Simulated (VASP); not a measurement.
A run of VASP 6.6.1 is set up as follows.

INCAR

```
SYSTEM = HfC
PREC = Accurate
ENCUT = 600
EDIFF = 1E-6
ISMEAR = -1
SIGMA = 0.05
LREAL = .FALSE.
LASPH = .TRUE.
NELM = 100
ALGO = Normal
ISIF = 3
LWAVE = .FALSE.
LCHARG = .FALSE.
GGA = RE
IBRION = 2
NSW = 60
EDIFFG = -0.01
```

The input KPOINTS:

```
Automatic mesh
0
G
  12 12 12
  0 0 0
```

The input POSCAR:

```
HfC
1.0
   -1.3966732300      2.4971805100      1.8473367300
    1.3966732300     -2.4971805100      1.8473367300
    1.3966732300      2.4971805100     -1.8473367300
Hf C
1 1
Direct
    0.9847118300      0.9847118300      0.0000000000
    0.6794548300      0.1794548300      0.5000000000
```

Potentials or basis: VASP PAW PBE potentials, release 64 (Hf_pv, C).

Launch:

```sh
$ cat potpaw_PBE.64/Hf_pv/POTCAR potpaw_PBE.64/C/POTCAR > POTCAR
$ mpirun -np 1 vasp_std > vasp.out
```

(1) Estimate the relaxed cell.

(2) Estimate the relaxed volume.

(3) What does it give for the band gap on the k mesh?

(4) Predict the space group after relaxing (to 0.1 Å).

## Answers

(1) a = 3.299 Å, b = 3.299 Å, c = 3.299 Å, α = 120.00°, β = 90.01°, γ = 119.99°.

(2) 12.69 Å³/atom.

(3) zero (bands 7 and 8 overlap by 1.42 eV).

(4) Fm-3m (No. 225).

Caveat: the PAW data sets were made with another functional, which shifts forces and pressure a little; spin-orbit coupling is left out, which moves the levels of the heavy elements.
